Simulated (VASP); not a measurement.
# Te (C2/m) in VASP: further runs, part 2 of 2

VASP 6.6.1. The steps go on from the part before.

## 3. Electric field gradients, PBE

Input file INCAR:

```
SYSTEM = Te
ALGO = Normal
EDIFF = 1E-8
ENCUT = 520
GGA = PE
ISIF = 2
ISMEAR = -1
LASPH = .True.
LCHARG = .False.
LEFG = .True.
LREAL = .False.
LWAVE = .False.
NBANDS = 16
NELM = 100
PREC = Accurate
SIGMA = 0.05
```

Input file KPOINTS:

```
k-points
0
Gamma
  8 8 8
  0 0 0
```

Input file POSCAR:

```
Te
1.0
    4.2341000000     -2.3712000000      0.0000000000
    4.2341000000      2.3712000000      0.0000000000
   -0.1304500000      0.0000000000      3.9573500000
Te
3
Direct
    0.6760000000      0.6760000000      0.6750000000
    0.3240000000      0.3240000000      0.3250000000
    0.0000000000      0.0000000000      0.0000000000
```

Potentials or basis: VASP PAW PBE potentials, release 64 (Te).

Launch:

```console
> cat potpaw_PBE.64/Te/POTCAR > POTCAR
> mpirun -np 1 vasp_std > vasp.out
```

OUTCAR:

```text
SYSTEM = Te
   EDIFF = 1E-8
   ENCUT = 520
   GGA = PE
   ISIF = 2
   ISMEAR = -1
   LASPH = .True.
   LREAL = .False.
   NELM = 100
   PREC = Accurate

 ion  position               nearest neighbor table
   1  0.676  0.676  0.675-   3 2.99   2 3.04   2 3.04   3 3.10   3 3.10   2 3.25
   2  0.324  0.324  0.325-   3 2.99   1 3.04   1 3.04   3 3.10   3 3.10   1 3.25
   3  0.000  0.000  0.000-   1 2.99   2 2.99   1 3.10   1 3.10   2 3.10   2 3.10

  LATTYP: Found a base centered monoclinic cell.
 ALAT       =     8.4682000000
 B/A-ratio  =     0.5600245625
 C/A-ratio  =     0.4675727418
 COS(beta)  =    -0.0329460833

  Lattice vectors:

 A1 = (   4.2341000000,  -2.3712000000,   0.0000000000)
 A2 = (   4.2341000000,   2.3712000000,   0.0000000000)
 A3 = (  -0.1304500000,   0.0000000000,   3.9573500000)

Analysis of symmetry for initial positions (statically):
=====================================================================
 Subroutine PRICEL returns:
 Original cell was already a primitive cell.

 Routine SETGRP: Setting up the symmetry group for a
 base centered monoclinic supercell.

 Subroutine GETGRP returns: Found  4 space group operations
 (whereof  4 operations were pure point group operations)
 out of a pool of  4 trial point group operations.

The static configuration has the point symmetry C_2h.

Analysis of symmetry for dynamics (positions and initial velocities):
=====================================================================
 Subroutine PRICEL returns:
 Original cell was already a primitive cell.
[... 163 lines left out ...]

 k-point     1 :       0.0000    0.0000    0.0000
  band No.  band energies     occupation
      1      -5.8068      2.00000
      2      -0.5684      2.00000
      3      -0.5239      2.00000
      4       4.2918      2.00000
      5       4.5627      2.00000
      6       5.0816      2.00000
[... 433 lines left out ...]
      3      -0.7123      2.00000
      4       3.2205      2.00000
      5       3.5858      2.00000
      6       6.5441      2.00000
[... 8 lines left out ...]
     15      16.2661      0.00000
     16      17.0512      0.00000

 [... further k-points ...]
[... 5 lines left out ...]
  --------------------------------------------------------------------------------------
  -------------------------------------------------------------------------------------
  Total        4.4958092      4.5503789      4.8578571      0.0000000      0.0000000      0.5016281
  in kB       90.6472643     91.7475307     97.9470966      0.0000000      0.0000000     10.1141335
  external PRESSURE =      93.4472972 kB  Pullay stress =       0.0000000 kB

 VOLUME and BASIS-vectors are now :
 -----------------------------------------------------------------------------
  energy-cutoff  :      520.00
  volume of cell :       79.46
      direct lattice vectors                 reciprocal lattice vectors
     4.234100000 -2.371200000  0.000000000     0.118088850 -0.210863698  0.003892678
     4.234100000  2.371200000  0.000000000     0.118088850  0.210863698  0.003892678
    -0.130450000  0.000000000  3.957350000     0.000000000  0.000000000  0.252694354

 POSITION                                       TOTAL-FORCE (eV/Angst)
 -----------------------------------------------------------------------------------
      5.63645      0.00000      2.67121        -0.460161      0.000000     -0.207778
      2.70130      0.00000      1.28614         0.460161      0.000000      0.207778
      0.00000      0.00000      0.00000        -0.000000      0.000000      0.000000
 -----------------------------------------------------------------------------------
    total drift:                               -0.000000      0.000000      0.000000

  FREE ENERGIE OF THE ION-ELECTRON SYSTEM (eV)
  ---------------------------------------------------
  free  energy   TOTEN  =        -8.7449278453 eV

  energy  without entropy=       -8.7303923059  energy(sigma->0) =       -8.73766008

 Electric field gradients (V/A^2)
---------------------------------------------------------------------
 ion       V_xx      V_yy      V_zz      V_xy      V_xz      V_yz
---------------------------------------------------------------------
   1     105.804   164.301  -270.105     0.000   -49.090    -0.000
   2     105.804   164.301  -270.105     0.000   -49.090    -0.000
   3     244.590    57.731  -302.321     0.000    74.147     0.000
---------------------------------------------------------------------

 Electric field gradients after diagonalization (V/A^2)
 (convention: |V_zz| > |V_xx| > |V_yy|)
----------------------------------------------------------------------
 ion       V_xx      V_yy      V_zz     asymmetry (V_yy - V_xx)/ V_zz
----------------------------------------------------------------------
   1     164.301   112.109  -276.410       0.189
   2     164.301   112.109  -276.410       0.189
   3     254.464    57.731  -312.195       0.630
----------------------------------------------------------------------

           NMR quadrupolar parameters

 Cq : quadrupolar parameter    Cq=e*Q*V_zz/h
 eta: asymmetry parameters     (V_yy - V_xx)/ V_zz
 Q  : nuclear electric quadrupole moment in mb (millibarn)
----------------------------------------------------------------------
 ion       Cq(MHz)       eta       Q (mb)
----------------------------------------------------------------------
   1      -0.668       0.189       1.000
   2      -0.668       0.189       1.000
   3      -0.755       0.630       1.000
----------------------------------------------------------------------
```

It took 3.7 min on 1 thread of Intel Xeon Platinum 8175M at 2.50GHz (Skylake/Cascade Lake), shared host; peak memory 0.29 GiB.

What came out:

```yaml
Free_energy: -8.7449 eV
Pressure: 9.3 GPa
Largest_force: 0.505 eV/Å
Band_gap_on_the_k_mesh: zero (band 9 reaches 10.68 eV, above the bottom of band 10 at 7.21 eV)
```

Forces on the atoms (eV/Å):
```
Te  -0.460  0.000 -0.208
Te   0.460  0.000  0.208
Te   0.000  0.000  0.000
```

Stress tensor (GPa, compression positive):
```
9.06 0.00 1.01
0.00 9.17 0.00
1.01 0.00 9.79
```

Electric field gradients, principal values (V/Å²):
| atom | least | middle | greatest (by size) |
| --- | --- | --- | --- |
| 1 Te | 112.109 | 164.301 | -276.410 |
| 2 Te | 112.109 | 164.301 | -276.410 |
| 3 Te | 57.731 | 254.464 | -312.195 |

Caveat: without QUAD_EFG the Cq values of the log hold for a quadrupole moment of 1 mb, not for the nuclei; spin-orbit coupling is left out, which moves the levels of the heavy elements.

## 4. Electric field gradients, PBE

Input file INCAR:

```
SYSTEM = Te
PREC = Accurate
ENCUT = 520
EDIFF = 1E-8
ISMEAR = -1
SIGMA = 0.05
LREAL = .False.
LASPH = .True.
NELM = 100
ALGO = Normal
ISIF = 2
LWAVE = .False.
LCHARG = .False.
GGA = PE
LEFG = .True.
NBANDS = 16
```

Input file KPOINTS:

```
Automatic mesh
0
Gamma
  8 8 8
  0 0 0
```

POSCAR is that of step 3.

Potentials or basis: VASP PAW PBE potentials, release 64 (Te).

Launch:

```console
> cat potpaw_PBE.64/Te/POTCAR > POTCAR
> mpirun -np 1 vasp_std > vasp.out
```

OUTCAR:

```text
SYSTEM = Te
   PREC = Accurate
   ENCUT = 520
   EDIFF = 1E-8
   ISMEAR = -1
   LREAL = .False.
   LASPH = .True.
   NELM = 100
   ISIF = 2
   GGA = PE

 ion  position               nearest neighbor table
   1  0.676  0.676  0.675-   3 2.99   2 3.04   2 3.04   3 3.10   3 3.10   2 3.25
   2  0.324  0.324  0.325-   3 2.99   1 3.04   1 3.04   3 3.10   3 3.10   1 3.25
   3  0.000  0.000  0.000-   1 2.99   2 2.99   1 3.10   1 3.10   2 3.10   2 3.10

  LATTYP: Found a base centered monoclinic cell.
 ALAT       =     8.4682000000
 B/A-ratio  =     0.5600245625
 C/A-ratio  =     0.4675727418
 COS(beta)  =    -0.0329460833

  Lattice vectors:

 A1 = (   4.2341000000,  -2.3712000000,   0.0000000000)
 A2 = (   4.2341000000,   2.3712000000,   0.0000000000)
 A3 = (  -0.1304500000,   0.0000000000,   3.9573500000)

Analysis of symmetry for initial positions (statically):
=====================================================================
 Subroutine PRICEL returns:
 Original cell was already a primitive cell.

 Routine SETGRP: Setting up the symmetry group for a
 base centered monoclinic supercell.

 Subroutine GETGRP returns: Found  4 space group operations
 (whereof  4 operations were pure point group operations)
 out of a pool of  4 trial point group operations.

The static configuration has the point symmetry C_2h.

Analysis of symmetry for dynamics (positions and initial velocities):
=====================================================================
 Subroutine PRICEL returns:
 Original cell was already a primitive cell.

 Routine SETGRP: Setting up the symmetry group for a
 base centered monoclinic supercell.

 Subroutine GETGRP returns: Found  4 space group operations
 (whereof  4 operations were pure point group operations)
 out of a pool of  4 trial point group operations.

The dynamic configuration has the point symmetry C_2h.

 Subroutine INISYM returns: Found  4 space group operations
 (whereof  4 operations are pure point group operations),
 and found     1 'primitive' translations

----------------------------------------------------------------------------------------

                                     Primitive cell

  volume of cell :      79.4628

  direct lattice vectors                    reciprocal lattice vectors
     4.234100000 -2.371200000  0.000000000     0.118088850 -0.210863698  0.003892678
     4.234100000  2.371200000  0.000000000     0.118088850  0.210863698  0.003892678
    -0.130450000  0.000000000  3.957350000     0.000000000  0.000000000  0.252694354

  length of vectors
     4.852854031  4.852854031  3.959499492     0.241709802  0.241709802  0.252694354

  position of ions in fractional coordinates (direct lattice)
     0.676000000  0.676000000  0.675000000
     0.324000000  0.324000000  0.325000000
     0.000000000  0.000000000  0.000000000

  ion indices of the primitive-cell ions
   primitive index   ion index
                 1           1
                 2           2
                 3           3

----------------------------------------------------------------------------------------
[... 78 lines left out ...]
   POTIM  = 0.5000    time-step for ionic-motion
   TEBEG  =    0.0;   TEEND  =   0.0 temperature during run
   PSTRESS=    0.0 pullay stress
   NELECT =      18.0000    total number of electrons
   NUPDOWN=      -1.0000    fix difference up-down
   EMIN   =  10.00;   EMAX   =-10.00  energy-range for DOS
   EFERMI =   0.00;   METHOD = LEGACY
   ISMEAR =    -1;   SIGMA  =   0.05  broadening in eV -4-tet -1-fermi 0-gaus
   EFERMI_NEDOS =   21; number of points for ismear=-14 and -15
   IALGO  =     38    algorithm
   IMIX   =      4    mixing-type and parameters
     AMIX     =   0.40;   BMIX     =  1.00
     AMIX_MAG =   1.60;   BMIX_MAG =  1.00
  volume/ion in A,a.u.               =      26.49       178.75
  Fermi-wavevector in a.u.,A,eV,Ry     =   0.997955  1.885862 13.550243  0.995915
  Thomas-Fermi vector in A             =   2.130146
   LORBIT       =      0    0 simple, 1 ext, 2 COOP (PROOUT), +10 PAW based schemes
   GGA     = PE    functional components
   LHFCALC =     F    Hartree Fock is set to
   AEXX    =    0.0000 exact exchange contribution
   IVDW    =     0    specifies the selected vdW correction
   LEPSILON=     F    determine dielectric tensor
   LRPA    =     F    only Hartree local field effects (RPA)
 non-spin polarized calculation
  energy-cutoff  :      520.00
  volume of cell :       79.46
 maximum number of plane-waves:      2158
   NGX = 19   NGY = 19   NGZ = 15

 number of electron      18.0000000 magnetization

 Free energy of the ion-electron system (eV)
  ---------------------------------------------------
  ext. energy  EPLUGINS =         0.00000000
  ---------------------------------------------------
  free energy    TOTEN  =        -8.74492785 eV

  energy without entropy =       -8.73039231  energy(sigma->0) =       -8.73766008

 E-fermi :   9.0198     XC(G=0): -10.3291

 val. band max:        9.0194429905   @ k =  -0.2500   0.5000   0.1250
 cond. band min:       9.0222657591   @ k =   0.1250   0.1250   0.3750
 fundamental gap:      0.0028227687
 Fermi energy:         9.0197812236

 k-point     1 :       0.0000    0.0000    0.0000
  band No.  band energies     occupation
      1      -5.8068      2.00000
      2      -0.5684      2.00000
      3      -0.5239      2.00000
      4       4.2918      2.00000
      5       4.5627      2.00000
      6       5.0816      2.00000
[... 433 lines left out ...]
      3      -0.7123      2.00000
      4       3.2205      2.00000
      5       3.5858      2.00000
      6       6.5441      2.00000
[... 8 lines left out ...]
     15      16.2661      0.00000
     16      17.0512      0.00000

 [... further k-points ...]
[... 5 lines left out ...]
  --------------------------------------------------------------------------------------
  -------------------------------------------------------------------------------------
  Total        4.4958092      4.5503789      4.8578571      0.0000000      0.0000000      0.5016281
  in kB       90.6472643     91.7475307     97.9470966      0.0000000      0.0000000     10.1141335
  external PRESSURE =      93.4472972 kB  Pullay stress =       0.0000000 kB

 VOLUME and BASIS-vectors are now :
 -----------------------------------------------------------------------------
  energy-cutoff  :      520.00
  volume of cell :       79.46
      direct lattice vectors                 reciprocal lattice vectors
     4.234100000 -2.371200000  0.000000000     0.118088850 -0.210863698  0.003892678
     4.234100000  2.371200000  0.000000000     0.118088850  0.210863698  0.003892678
    -0.130450000  0.000000000  3.957350000     0.000000000  0.000000000  0.252694354

 POSITION                                       TOTAL-FORCE (eV/Angst)
 -----------------------------------------------------------------------------------
      5.63645      0.00000      2.67121        -0.460161      0.000000     -0.207778
      2.70130      0.00000      1.28614         0.460161      0.000000      0.207778
      0.00000      0.00000      0.00000        -0.000000      0.000000      0.000000
 -----------------------------------------------------------------------------------
    total drift:                               -0.000000      0.000000      0.000000

  FREE ENERGIE OF THE ION-ELECTRON SYSTEM (eV)
  ---------------------------------------------------
  free  energy   TOTEN  =        -8.7449278453 eV

  energy  without entropy=       -8.7303923059  energy(sigma->0) =       -8.73766008

 Electric field gradients (V/A^2)
---------------------------------------------------------------------
 ion       V_xx      V_yy      V_zz      V_xy      V_xz      V_yz
---------------------------------------------------------------------
   1     105.804   164.301  -270.105     0.000   -49.090    -0.000
   2     105.804   164.301  -270.105     0.000   -49.090    -0.000
   3     244.590    57.731  -302.321     0.000    74.147     0.000
---------------------------------------------------------------------

 Electric field gradients after diagonalization (V/A^2)
 (convention: |V_zz| > |V_xx| > |V_yy|)
----------------------------------------------------------------------
 ion       V_xx      V_yy      V_zz     asymmetry (V_yy - V_xx)/ V_zz
----------------------------------------------------------------------
   1     164.301   112.109  -276.410       0.189
   2     164.301   112.109  -276.410       0.189
   3     254.464    57.731  -312.195       0.630
----------------------------------------------------------------------

           NMR quadrupolar parameters

 Cq : quadrupolar parameter    Cq=e*Q*V_zz/h
 eta: asymmetry parameters     (V_yy - V_xx)/ V_zz
 Q  : nuclear electric quadrupole moment in mb (millibarn)
----------------------------------------------------------------------
 ion       Cq(MHz)       eta       Q (mb)
----------------------------------------------------------------------
   1      -0.668       0.189       1.000
   2      -0.668       0.189       1.000
   3      -0.755       0.630       1.000
----------------------------------------------------------------------
```

OSZICAR:

```text
N       E                     dE             d eps       ncg     rms          rms(c)
DAV:   1     0.676593864177E+02    0.67659E+02   -0.66678E+03  4800   0.911E+02
DAV:   2    -0.510503434142E+01   -0.72764E+02   -0.69101E+02  6456   0.140E+02
DAV:   3    -0.869697738553E+01   -0.35919E+01   -0.35575E+01  5928   0.333E+01
DAV:   4    -0.873897833714E+01   -0.42001E-01   -0.41994E-01  6464   0.446E+00
DAV:   5    -0.873989802473E+01   -0.91969E-03   -0.91968E-03  6296   0.657E-01    0.150E+01
DAV:   6    -0.874219790816E+01   -0.22999E-02   -0.38712E-03  6432   0.392E-01    0.919E+00
DAV:   7    -0.874496067954E+01   -0.27628E-02   -0.72656E-03  6128   0.542E-01    0.167E-01
DAV:   8    -0.874493126692E+01    0.29413E-04   -0.39045E-04  6184   0.117E-01    0.997E-02
DAV:   9    -0.874493156450E+01   -0.29757E-06   -0.43627E-05  6592   0.394E-02    0.304E-02
DAV:  10    -0.874492883509E+01    0.27294E-05   -0.32012E-06  6280   0.106E-02    0.930E-03
DAV:  11    -0.874492811734E+01    0.71774E-06   -0.35466E-07  6568   0.393E-03    0.186E-03
DAV:  12    -0.874492789618E+01    0.22117E-06   -0.48214E-08  6176   0.124E-03    0.374E-04
DAV:  13    -0.874492783799E+01    0.58187E-07   -0.35246E-09  3896   0.398E-04    0.181E-04
DAV:  14    -0.874492784531E+01   -0.73230E-08   -0.64924E-10  3616   0.177E-04
   1 F= -.87449278E+01 E0= -.87376601E+01  d E =-.145355E-01
```

stdout:

```text
POSCAR found type information on POSCAR Te
 POSCAR found :  1 types and       3 ions
 scaLAPACK will be used
 LDA part: xc-table for (Slater+PW92), standard interpolation
 POSCAR, INCAR and KPOINTS ok, starting setup
 FFT: planning ... GRIDC
 FFT: planning ... GRID_SOFT
 FFT: planning ... GRID
 WAVECAR not read
 entering main loop
ion   1

ion   2

ion   3
```

Run time: 3.7 min. Hardware: 1 thread of Intel Xeon Platinum 8175M at 2.50GHz (Skylake/Cascade Lake), shared host; peak memory 0.28 GiB.

What came out:

- Free energy: -8.7449 eV
- Pressure: 9.3 GPa
- Largest force: 0.505 eV/Å
- Band gap on the k mesh: zero (band 9 reaches 10.68 eV, above the bottom of band 10 at 7.21 eV)

Forces on the atoms (eV/Å):
```
Te  -0.460  0.000 -0.208
Te   0.460  0.000  0.208
Te   0.000  0.000  0.000
```

Electric field gradients, principal values (V/Å²):
| atom | least | middle | greatest (by size) |
| --- | --- | --- | --- |
| 1 Te | 112.109 | 164.301 | -276.410 |
| 2 Te | 112.109 | 164.301 | -276.410 |
| 3 Te | 57.731 | 254.464 | -312.195 |

Caveat: without QUAD_EFG the Cq values of the log hold for a quadrupole moment of 1 mb, not for the nuclei; spin-orbit coupling is left out, which moves the levels of the heavy elements.
